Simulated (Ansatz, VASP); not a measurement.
## As: VASP beside Ansatz

```
As
1.0
     3.52000    0.00000    0.00000
    -1.76000    3.04841    0.00000
     0.00000    0.00000   28.00000
As
2
Cartesian
  0.0000 2.0323 14.7400
  1.7600 1.0161 13.2600
```

Alike in both runs: task single point; functional LDA; k mesh 9 × 9 × 1; occupations gaussian, width 0.02 eV; no spin polarisation.

|  | VASP | Ansatz |
| --- | --- | --- |
| version | VASP 6.6.1 | Ansatz 0.2.0 |
| potentials or method | VASP PAW LDA potentials, release 64 (As), cutoff 520 eV | scalar-relativistic, plane waves, PAW |
| valence electrons in the cell | 10 | 30 |

VASP gave:

* gap on the k mesh at the Fermi level (eV): 0.99
* least direct gap on the mesh (eV): 1.90
* rms of the force components (eV/Å): 0.689

Task: Estimate Ansatz's values.

Result: gap on the k mesh at the Fermi level (eV): 0.98; least direct gap on the mesh (eV): 1.89; rms of the force components (eV/Å): 0.743.

LDA's correlation is that of Perdew and Zunger in VASP and of Perdew and Wang (1992) in Ansatz. Atom by atom the forces differ by 0.055 eV/Å (rms over components). VASP's potentials hold 10 valence electrons a cell and Ansatz's 30, so a difference there can come from the potentials and not from the codes.
